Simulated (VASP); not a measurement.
# InP (m.bso) (F-43m) in VASP: single point with PBEsol

Aim: the single point of InP (m.bso) with PBEsol.

All numbers are computed with VASP 6.6.1; they aren't measurements. Logs are shortened: lines on timing, memory, paths and dates and some standing lists are left out, and cuts for length are marked.

### Step 1. The cell of the first run

Symmetry: F-43m, No. 216, cubic system. The conventional cell has a = 5.879 Å, b = 5.879 Å, c = 5.879 Å, α = 90.00°, β = 90.00°, γ = 90.00°. In (site symmetry -43m) has 4 P at 2.55 Å within 3.4 Å. P (site symmetry -43m) has 4 In at 2.55 Å within 3.4 Å.

### Step 2. Single point, PBEsol, non-collinear spin, zero start, spin-orbit coupling

Input file INCAR:

```
PREC = Accurate
ENCUT = 500
EDIFF = 1E-6
ISMEAR = 0
SIGMA = 0.1
LREAL = False
LASPH = True
NELM = 200
ALGO = Normal
ISIF = 2
LWAVE = False
LCHARG = False
LNONCOLLINEAR = True
MAGMOM = 0 0 0 0 0 0
LORBIT = 11
LSORBIT = True
GGA_COMPAT = False
LORBMOM = True
GGA = PS
NBANDS = 30
```

Input file KPOINTS:

```
regular mesh
0
Gamma
  12 12 12
```

Input file POSCAR:

```
InP
1.0
    0.0000000000      2.9394549845      2.9394549845
    2.9394549845      0.0000000000      2.9394549845
    2.9394549845      2.9394549845      0.0000000000
In P
1 1
Direct
    0.0000000000      0.0000000000      0.0000000000
    0.2500000000      0.2500000000      0.2500000000
```

Potentials or basis: VASP PAW PBE potentials, release 64 (In_d, P).

The run is started by

```sh
> cat potpaw_PBE.64/In_d/POTCAR potpaw_PBE.64/P/POTCAR > POTCAR
> mpirun -np 1 vasp_ncl > vasp.out
```

OUTCAR:

```text
PREC = Accurate
   ENCUT = 500
   EDIFF = 1E-6
   ISMEAR = 0
   LREAL = False
   LASPH = True
   NELM = 200
   ISIF = 2
   LNONCOLLINEAR = True
   LORBIT = 11
   LSORBIT = True
   GGA = PS

 ion  position               nearest neighbor table
   1  0.000  0.000  0.000-   2 2.55   2 2.55   2 2.55   2 2.55
   2  0.250  0.250  0.250-   1 2.55   1 2.55   1 2.55   1 2.55

  LATTYP: Found a face centered cubic cell.
 ALAT       =     5.8789099690

  Lattice vectors:

 A1 = (   0.0000000000,   2.9394549845,   2.9394549845)
 A2 = (   2.9394549845,   0.0000000000,   2.9394549845)
 A3 = (   2.9394549845,   2.9394549845,   0.0000000000)

Analysis of symmetry for initial positions (statically):
=====================================================================
 Subroutine PRICEL returns:
 Original cell was already a primitive cell.

 Routine SETGRP: Setting up the symmetry group for a
 face centered cubic supercell.

 Subroutine GETGRP returns: Found 24 space group operations
 (whereof 24 operations were pure point group operations)
 out of a pool of 48 trial point group operations.

The static configuration has the point symmetry T_d .

Analysis of symmetry for dynamics (positions and initial velocities):
=====================================================================
 Subroutine PRICEL returns:
 Original cell was already a primitive cell.

 Routine SETGRP: Setting up the symmetry group for a
 face centered cubic supercell.

 Subroutine GETGRP returns: Found 24 space group operations
 (whereof 24 operations were pure point group operations)
 out of a pool of 48 trial point group operations.

The dynamic configuration has the point symmetry T_d .

Analysis of structural, dynamic, and magnetic symmetry:
=====================================================================
 Subroutine PRICEL returns:
 Original cell was already a primitive cell.

 Routine SETGRP: Setting up the symmetry group for a
 face centered cubic supercell.

 Subroutine GETGRP returns: Found 24 space group operations
 (whereof 24 operations were pure point group operations)
 out of a pool of 48 trial point group operations.

The overall configuration has the point symmetry T_d .

 Subroutine INISYM returns: Found 24 space group operations
 (whereof 24 operations are pure point group operations),
 and found     1 'primitive' translations

----------------------------------------------------------------------------------------

                                     Primitive cell

  volume of cell :      50.7961

  direct lattice vectors                    reciprocal lattice vectors
     0.000000000  2.939454985  2.939454985    -0.170099560  0.170099560  0.170099560
     2.939454985  0.000000000  2.939454985     0.170099560 -0.170099560  0.170099560
     2.939454985  2.939454985  0.000000000     0.170099560  0.170099560 -0.170099560

  length of vectors
     4.157017105  4.157017105  4.157017105     0.294621081  0.294621081  0.294621081

  position of ions in fractional coordinates (direct lattice)
     0.000000000  0.000000000  0.000000000
     0.250000000  0.250000000  0.250000000

  ion indices of the primitive-cell ions
   primitive index   ion index
                 1           1
                 2           2

----------------------------------------------------------------------------------------

 KPOINTS: regular mesh

Automatic generation of k-mesh.
 Grid dimensions read from file:
 generate k-points for:   12   12   12

 Generating k-lattice:

  Cartesian coordinates                     Fractional coordinates (reciprocal lattice)
    -0.014174963  0.014174963  0.014174963     0.083333333  0.000000000  0.000000000
     0.014174963 -0.014174963  0.014174963     0.000000000  0.083333333  0.000000000
     0.014174963  0.014174963 -0.014174963     0.000000000  0.000000000  0.083333333

  Length of vectors
     0.024551757  0.024551757  0.024551757

[... 87 lines left out ...]
 maximum number of plane-waves:      2616
   NGX = 15   NGY = 15   NGZ = 15

 number of electron      18.0000000 magnetization       0.0000000      0.0000000      0.0000000

 number of electron      18.0000005 magnetization      -0.0000000      0.0000000      0.0000000

 number of electron      18.0000005 magnetization      -0.0000000     -0.0000000      0.0000000

 Free energy of the ion-electron system (eV)
  ---------------------------------------------------
  ext. energy  EPLUGINS =         0.00000000
  ---------------------------------------------------
  free energy    TOTEN  =        -9.19339933 eV

  energy without entropy =       -9.19339926  energy(sigma->0) =       -9.19339930

 E-fermi :   5.2946     XC(G=0):  -9.4390

 val. band max:        5.0198437121   @ k =   0.0000   0.0000   0.0000
 cond. band min:       5.5568564652   @ k =   0.0000   0.0000   0.0000
 fundamental gap:      0.5370127531
 Fermi energy:         5.2945552687

 k-point     1 :       0.0000    0.0000    0.0000
  band No.  band energies     occupation
      1      -9.5867      1.00000
      2      -9.5867      1.00000
      3      -9.5867      1.00000
      4      -9.5867      1.00000
      5      -8.8075      1.00000
      6      -8.8075      1.00000
[... 781 lines left out ...]
     29      14.6862      0.00000
     30      14.7026      0.00000

 [... further k-points ...]
[... 5 lines left out ...]
  --------------------------------------------------------------------------------------
  -------------------------------------------------------------------------------------
  Total       -0.0219479     -0.0219479     -0.0219479      0.0000000      0.0000000     -0.0000000
  in kB       -0.6922662     -0.6922662     -0.6922662      0.0000000      0.0000000     -0.0000000
  external PRESSURE =      -0.6922662 kB  Pullay stress =       0.0000000 kB

 VOLUME and BASIS-vectors are now :
 -----------------------------------------------------------------------------
  energy-cutoff  :      500.00
  volume of cell :       50.80
      direct lattice vectors                 reciprocal lattice vectors
     0.000000000  2.939454985  2.939454985    -0.170099560  0.170099560  0.170099560
     2.939454985  0.000000000  2.939454985     0.170099560 -0.170099560  0.170099560
     2.939454985  2.939454985  0.000000000     0.170099560  0.170099560 -0.170099560

 POSITION                                       TOTAL-FORCE (eV/Angst)
 -----------------------------------------------------------------------------------
      0.00000      0.00000      0.00000         0.000000      0.000000      0.000000
      1.46973      1.46973      1.46973        -0.000000     -0.000000     -0.000000
 -----------------------------------------------------------------------------------
    total drift:                                0.000000      0.000000      0.000000

  FREE ENERGIE OF THE ION-ELECTRON SYSTEM (eV)
  ---------------------------------------------------
  free  energy   TOTEN  =        -9.1933993318 eV

  energy  without entropy=       -9.1933992631  energy(sigma->0) =       -9.19339930

 orbital moment (x)

 # of ion     p       d       tot
 ----------------------------------------
  1         0.000  -0.000   0.000
  2         0.000   0.000   0.000
 ----------------------------------------
            0.000  -0.000   0.000

 orbital moment (y)

 # of ion     p       d       tot
 ----------------------------------------
  1        -0.000  -0.000  -0.000
  2         0.000   0.000   0.000
 ----------------------------------------
           -0.000  -0.000  -0.000

 orbital moment (z)

 # of ion     p       d       tot
 ----------------------------------------
  1         0.000  -0.000  -0.000
  2         0.000   0.000   0.000
 ----------------------------------------
            0.000  -0.000  -0.000

 Spin-Orbit-Coupling matrix elements

 Ion:    1  E_soc:     -0.0719468
 l=   1
     0.0000000    -0.0054541    -0.0054541
    -0.0054541     0.0000000    -0.0054541
    -0.0054541    -0.0054541     0.0000000
 l=   2
     0.0000000    -0.0013374     0.0000000    -0.0013374    -0.0051997
    -0.0013374     0.0000000    -0.0038997    -0.0013374    -0.0012999
     0.0000000    -0.0038997     0.0000000    -0.0038997     0.0000000
    -0.0013374    -0.0013374    -0.0038997     0.0000000    -0.0012999
    -0.0051997    -0.0012999     0.0000000    -0.0012999     0.0000000
 l=   3
     0.0000000     0.0000000     0.0000000     0.0000000     0.0000000     0.0000000     0.0000000
     0.0000000     0.0000000     0.0000000     0.0000000     0.0000000     0.0000000     0.0000000
     0.0000000     0.0000000     0.0000000     0.0000000     0.0000000     0.0000000     0.0000000
     0.0000000     0.0000000     0.0000000     0.0000000     0.0000000     0.0000000     0.0000000
     0.0000000     0.0000000     0.0000000     0.0000000     0.0000000     0.0000000     0.0000000
     0.0000000     0.0000000     0.0000000     0.0000000     0.0000000     0.0000000     0.0000000
     0.0000000     0.0000000     0.0000000     0.0000000     0.0000000     0.0000000     0.0000000

 Ion:    2  E_soc:     -0.0011314
 l=   1
     0.0000000    -0.0001886    -0.0001886
    -0.0001886     0.0000000    -0.0001886
    -0.0001886    -0.0001886     0.0000000
 l=   2
     0.0000000     0.0000000     0.0000000     0.0000000     0.0000000
     0.0000000     0.0000000     0.0000000     0.0000000     0.0000000
     0.0000000     0.0000000     0.0000000     0.0000000     0.0000000
     0.0000000     0.0000000     0.0000000     0.0000000     0.0000000
     0.0000000     0.0000000     0.0000000     0.0000000     0.0000000
 l=   3
     0.0000000     0.0000000     0.0000000     0.0000000     0.0000000     0.0000000     0.0000000
     0.0000000     0.0000000     0.0000000     0.0000000     0.0000000     0.0000000     0.0000000
     0.0000000     0.0000000     0.0000000     0.0000000     0.0000000     0.0000000     0.0000000
     0.0000000     0.0000000     0.0000000     0.0000000     0.0000000     0.0000000     0.0000000
     0.0000000     0.0000000     0.0000000     0.0000000     0.0000000     0.0000000     0.0000000
     0.0000000     0.0000000     0.0000000     0.0000000     0.0000000     0.0000000     0.0000000
     0.0000000     0.0000000     0.0000000     0.0000000     0.0000000     0.0000000     0.0000000

 total charge

# of ion       s       p       d       tot
------------------------------------------
    1        0.829   0.767   9.899  11.495
    2        1.029   1.472   0.000   2.501
--------------------------------------------------
tot          1.859   2.239   9.899  13.996

 magnetization (x)

# of ion       s       p       d       tot
------------------------------------------
    1        0.000   0.000   0.000   0.000
    2        0.000   0.000   0.000   0.000
--------------------------------------------------
tot          0.000   0.000   0.000   0.000

 magnetization (y)

# of ion       s       p       d       tot
------------------------------------------
    1        0.000   0.000  -0.000  -0.000
    2       -0.000   0.000   0.000  -0.000
--------------------------------------------------
tot         -0.000   0.000  -0.000  -0.000

 magnetization (z)

# of ion       s       p       d       tot
------------------------------------------
    1        0.000   0.000   0.000   0.000
    2        0.000   0.000   0.000   0.000
--------------------------------------------------
tot          0.000   0.000   0.000   0.000
```

It took 8.8 min on 1 thread of Intel Xeon 8259CL, shared host; peak memory 0.43 GiB.

Results:

```yaml
Free_energy: -9.1934 eV
Pressure: -0.1 GPa
Net_moment: 0.00 μB per cell
Valence_electrons_inside_the_program's_atomic_spheres: In 11.49; P 2.50
```

Moments on the atoms (μB; x, y, z):
```
In  0.00 0.00 0.00
P   0.00 0.00 0.00
```

Caveat: the PAW data sets were made with another functional, which shifts forces and pressure a little.
